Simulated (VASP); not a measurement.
# LiAlF4 (P4/mmm) in VASP: further runs, part 2 of 2

VASP 6.6.1. Earlier steps stand in the parts before.

## 4. Relaxation of cell and atoms, PBE

This run uses another cell than the first one, of 13.18 Å³/atom.

INCAR

```
SYSTEM = LiAlF4
ALGO = Normal
EDIFF = 1E-6
EDIFFG = -0.005
ENCUT = 600
GGA = PE
IBRION = 2
ISIF = 3
ISMEAR = 0
LASPH = .True.
LCHARG = .False.
LREAL = .False.
LWAVE = .False.
NELM = 60
NSW = 100
PREC = Accurate
SIGMA = 0.02
```

KPOINTS

```
k-points
0
Gamma
  6 6 4
  0 0 0
```

POSCAR

```
LiAlF4
1.0
    3.5934416973      0.0000000000      0.0000000000
    0.0000000000      3.5934416973      0.0000000000
    0.0000000000      0.0000000000      6.1232151944
Li Al F
1 1 4
Direct
    0.5000000000      0.5000000000      0.5000000000
    0.0000000000      0.0000000000      0.0000000000
    0.5000000000      0.0000000000      0.0000000000
    0.0000000000      0.5000000000      0.0000000000
    0.0000000000      0.0000000000      0.2945948556
    0.0000000000      0.0000000000      0.7054051444
```

Potentials or basis: VASP PAW PBE potentials, release 64 (Li_sv, Al, F).

The run is started by

```bash
cat potpaw_PBE.64/Li_sv/POTCAR potpaw_PBE.64/Al/POTCAR potpaw_PBE.64/F/POTCAR > POTCAR
mpirun -np 1 vasp_std > vasp.out
```

OUTCAR:

```text
SYSTEM = LiAlF4
   EDIFF = 1E-6
   EDIFFG = -0.005
   ENCUT = 600
   GGA = PE
   IBRION = 2
   ISIF = 3
   ISMEAR = 0
   LASPH = .True.
   LREAL = .False.
   NELM = 60
   NSW = 100
   PREC = Accurate

 ion  position               nearest neighbor table
   1  0.500  0.500  0.500-
   2  0.000  0.000  0.000-   3 1.80   4 1.80   4 1.80   3 1.80   5 1.80   6 1.80
   3  0.500  0.000  0.000-   2 1.80   2 1.80
   4  0.000  0.500  0.000-   2 1.80   2 1.80
   5  0.000  0.000  0.295-   2 1.80
   6  0.000  0.000  0.705-   2 1.80

  LATTYP: Found a simple tetragonal cell.
 ALAT       =     3.5934416973
 C/A-ratio  =     1.7039973680

  Lattice vectors:

 A1 = (   3.5934416973,   0.0000000000,   0.0000000000)
 A2 = (   0.0000000000,   3.5934416973,   0.0000000000)
 A3 = (   0.0000000000,   0.0000000000,   6.1232151944)

Analysis of symmetry for initial positions (statically):
=====================================================================
 Subroutine PRICEL returns:
 Original cell was already a primitive cell.

 Routine SETGRP: Setting up the symmetry group for a
 simple tetragonal supercell.

 Subroutine GETGRP returns: Found 16 space group operations
 (whereof 16 operations were pure point group operations)
 out of a pool of 16 trial point group operations.

The static configuration has the point symmetry D_4h.

Analysis of symmetry for dynamics (positions and initial velocities):
=====================================================================
 Subroutine PRICEL returns:
 Original cell was already a primitive cell.

 Routine SETGRP: Setting up the symmetry group for a
 simple tetragonal supercell.

 Subroutine GETGRP returns: Found 16 space group operations
 (whereof 16 operations were pure point group operations)
 out of a pool of 16 trial point group operations.

The dynamic configuration has the point symmetry D_4h.

 Subroutine INISYM returns: Found 16 space group operations
 (whereof 16 operations are pure point group operations),
 and found     1 'primitive' translations

----------------------------------------------------------------------------------------

                                     Primitive cell

  volume of cell :      79.0680

  direct lattice vectors                    reciprocal lattice vectors
     3.593441697  0.000000000  0.000000000     0.278284743  0.000000000  0.000000000
     0.000000000  3.593441697  0.000000000     0.000000000  0.278284743  0.000000000
     0.000000000  0.000000000  6.123215194     0.000000000  0.000000000  0.163312895

  length of vectors
     3.593441697  3.593441697  6.123215194     0.278284743  0.278284743  0.163312895

  position of ions in fractional coordinates (direct lattice)
     0.500000000  0.500000000  0.500000000
     0.000000000  0.000000000  0.000000000
     0.500000000  0.000000000  0.000000000
     0.000000000  0.500000000  0.000000000
     0.000000000  0.000000000  0.294594856
     0.000000000  0.000000000  0.705405144

  ion indices of the primitive-cell ions
   primitive index   ion index
                 1           1
[... 38 lines left out ...]
  0.166667  0.166667  0.000000      4.000000
  0.333333  0.166667  0.000000      8.000000
[... 16 lines left out ...]
  0.333333  0.000000  0.500000      4.000000
  0.500000  0.000000  0.500000      2.000000
 [... further k-points ...]
   k-points           NKPTS =     30   k-points in BZ     NKDIM =     30   number of bands    NBANDS=     21
   number of dos      NEDOS =    301   number of ions     NIONS =      6
   total plane-waves  NPLWV =  45000
   dimension x,y,z NGX =    30 NGY =   30 NGZ =   50
   dimension x,y,z NGXF=    60 NGYF=   60 NGZF=  100
   ions per type =               1   1   4
   NGX,Y,Z   is equivalent  to a cutoff of  13.88, 13.88, 13.58 a.u.
   NGXF,Y,Z  is equivalent  to a cutoff of  27.76, 27.76, 27.15 a.u.
 SYSTEM =  LiAlF4
   PREC   = accura    normal or accurate (medium, high low for compatibility)
   ISTART =      0    job   : 0-new  1-cont  2-samecut
   ICHARG =      2    charge: 1-file 2-atom 10-const
   ISPIN  =      1    spin polarized calculation?
   LNONCOLLINEAR =      F non collinear calculations
   LSORBIT =      F    spin-orbit coupling
   LASPH  =      T    aspherical Exc in radial PAW
   ENCUT  =  600.0 eV  44.10 Ry    6.64 a.u.   7.18  7.18 12.23*2*pi/ulx,y,z
   NELM   =     60;   NELMIN=  2; NELMDL= -5     # of ELM steps
   EDIFF  = 0.1E-05   stopping-criterion for ELM
   LREAL  =      F    real-space projection
   EDIFFG = -.5E-02   stopping-criterion for IOM
   NSW    =    100    number of steps for IOM
   IBRION =      2    ionic relax: 0-MD 1-quasi-New 2-CG
   NFREE  =      1    steps in history (QN), initial steepest desc. (CG)
   ISIF   =      3    stress and relaxation
   ISYM   =      2    0-nonsym 1-usesym 2-fastsym
   POTIM  = 0.5000    time-step for ionic-motion
   TEBEG  =    0.0;   TEEND  =   0.0 temperature during run
   PSTRESS=    0.0 pullay stress
   NELECT =      34.0000    total number of electrons
   NUPDOWN=      -1.0000    fix difference up-down
   EMIN   =  10.00;   EMAX   =-10.00  energy-range for DOS
   EFERMI =   0.00;   METHOD = LEGACY
   ISMEAR =     0;   SIGMA  =   0.02  broadening in eV -4-tet -1-fermi 0-gaus
   EFERMI_NEDOS =   21; number of points for ismear=-14 and -15
   IALGO  =     38    algorithm
   IMIX   =      4    mixing-type and parameters
     AMIX     =   0.40;   BMIX     =  1.00
     AMIX_MAG =   1.60;   BMIX_MAG =  1.00
  volume/ion in A,a.u.               =      13.18        88.93
  Fermi-wavevector in a.u.,A,eV,Ry     =   1.235665  2.335069 20.774314  1.526869
  Thomas-Fermi vector in A             =   2.370306
   LORBIT       =      0    0 simple, 1 ext, 2 COOP (PROOUT), +10 PAW based schemes
   GGA     = PE    functional components
   LHFCALC =     F    Hartree Fock is set to
   AEXX    =    0.0000 exact exchange contribution
   IVDW    =     0    specifies the selected vdW correction
   LEPSILON=     F    determine dielectric tensor
   LRPA    =     F    only Hartree local field effects (RPA)
 conjugate gradient relaxation of ions
 non-spin polarized calculation
 Gauss-broadening in eV      SIGMA  =   0.02
  energy-cutoff  :      600.00
  volume of cell :       79.07
 maximum number of plane-waves:      2656
 NGX is ok and might be reduce to    30
   NGX = 15   NGY = 15   NGZ = 25

--------------------------------------- Ionic step        1  -------------------------------------------

 number of electron      33.9999979 magnetization

 Free energy of the ion-electron system (eV)
  ---------------------------------------------------
  ext. energy  EPLUGINS =         0.00000000
  ---------------------------------------------------
  free energy    TOTEN  =       -31.58211048 eV

  energy without entropy =      -31.58211048  energy(sigma->0) =      -31.58211048

------------------------ aborting loop because EDIFF is reached ----------------------------------------

  FORCE on cell =-STRESS in cart. coord.  units (eV):
  Direction    XX          YY          ZZ          XY          YZ          ZX
  --------------------------------------------------------------------------------------
  -------------------------------------------------------------------------------------
  Total        0.0048048      0.0048048      0.1274181      0.0000000     -0.0000000      0.0000000
  in kB        0.0973614      0.0973614      2.5819092      0.0000000     -0.0000000      0.0000000
  external PRESSURE =       0.9255440 kB  Pullay stress =       0.0000000 kB
[... 107 lines left out ...]
--------------------------------------- Ionic step        4  -------------------------------------------

 number of electron      33.9999980 magnetization

 Free energy of the ion-electron system (eV)
  ---------------------------------------------------
  ext. energy  EPLUGINS =         0.00000000
  ---------------------------------------------------
  free energy    TOTEN  =       -31.58223166 eV

  energy without entropy =      -31.58223166  energy(sigma->0) =      -31.58223166

 E-fermi :  -1.5545     XC(G=0):  -8.2757

 val. band max:       -1.6465255074   @ k =   0.5000   0.5000   0.0000
 cond. band min:       4.0877880801   @ k =   0.0000   0.0000   0.0000
 fundamental gap:      5.7343135875
 Fermi energy:        -1.5545193214

 k-point     1 :       0.0000    0.0000    0.0000
  band No.  band energies     occupation
      1     -46.0610      2.00000
      2     -23.6145      2.00000
      3     -22.4027      2.00000
      4     -21.2256      2.00000
      5     -21.1441      2.00000
      6      -6.5433      2.00000
[... 565 lines left out ...]
     20       8.3320      0.00000
     21      10.2013      0.00000

 [... further k-points ...]

------------------------ aborting loop because EDIFF is reached ----------------------------------------

  FORCE on cell =-STRESS in cart. coord.  units (eV):
  Direction    XX          YY          ZZ          XY          YZ          ZX
  --------------------------------------------------------------------------------------
  -------------------------------------------------------------------------------------
  Total       -0.0054112     -0.0054112     -0.0067334      0.0000000      0.0000000      0.0000000
  in kB       -0.1096258     -0.1096258     -0.1364136      0.0000000      0.0000000      0.0000000
  external PRESSURE =      -0.1185551 kB  Pullay stress =       0.0000000 kB
[... 21 lines left out ...]
  FREE ENERGIE OF THE ION-ELECTRON SYSTEM (eV)
  ---------------------------------------------------
  free  energy   TOTEN  =       -31.5822316576 eV

  energy  without entropy=      -31.5822316576  energy(sigma->0) =      -31.58223166

 reached required accuracy - stopping structural energy minimisation
```

It took 93 s on 1 thread of Intel Xeon Platinum 8488C (Sapphire Rapids), shared host; peak memory 0.22 GiB.

What came out:

| Item | Value |
| --- | --- |
| Free energy | -31.5822 eV |
| Relaxed volume | 13.18 Å³/atom |
| Relaxed cell | a = 3.593 Å, b = 3.593 Å, c = 6.127 Å, α = 90.00°, β = 90.00°, γ = 90.00° |
| Space group after relaxing (to 0.1 Å) | P4/mmm (No. 123) |
| Energy gained by relaxing | 0.0 meV/atom |
| Ionic steps | 4 |
| Pressure after relaxing | 0.0 GPa |
| Band gap on the k mesh | 5.73 eV (least direct gap 6.12 eV) |

Step by step:
| step | energy change (eV) | largest force (eV/Å) | pressure (GPa) | volume (Å³) |
| --- | --- | --- | --- | --- |
| 1 | 0.0000 | 0.0462 | 0.09 | 79.07 |
| 2 | -0.0001 | 0.0178 | -0.10 | 79.16 |
| 3 | -0.0001 | 0.0037 | -0.06 | 79.13 |
| 4 | -0.0001 | 0.0000 | -0.01 | 79.08 |

Final structure:
```
CELL_PARAMETERS angstrom
3.59266 0.00000 0.00000
0.00000 3.59266 0.00000
0.00000 0.00000 6.12714
ATOMIC_POSITIONS crystal
Li 0.50000 0.50000 0.50000
Al 0.00000 0.00000 0.00000
F 0.50000 0.00000 0.00000
F 0.00000 0.50000 0.00000
F 0.00000 0.00000 0.29490
F 0.00000 0.00000 0.70510
```

Caveat: the cutoff is under 1.25 times the usual one of these potentials, so pressure, stress and relaxed cells hold a basis-set (Pulay) error. A k mesh can miss the band edges.

## 5. Overview

| task | cell | cutoff (eV) | smearing | gap on the mesh (eV) | largest force (eV/Å) |
| --- | --- | --- | --- | --- | --- |
| single point | a = 3.600, b = 3.600, c = 6.137 Å, 6 atoms | 520 | gaussian 0.02 eV | 5.71 | 0.04 |
| single point | a = 3.600, b = 3.600, c = 6.137 Å, 6 atoms | 520 | gaussian 0.01 eV | 5.71 | 0.04 |
| relaxation of cell and atoms | relaxed from a = 3.593, b = 3.593, c = 6.123 Å, 6 atoms | 600 | gaussian 0.02 eV | 5.73 | - |

Alike in all rows: level PBE; potentials or basis VASP PAW PBE potentials, release 64 (Li_sv, Al, F); no spin polarisation; k mesh 6 × 6 × 4.

Caveats: the cutoff is under 1.25 times the usual one of these potentials, so pressure, stress and relaxed cells hold a basis-set (Pulay) error.

Absolute energies hang on the potentials; compare differences alone.
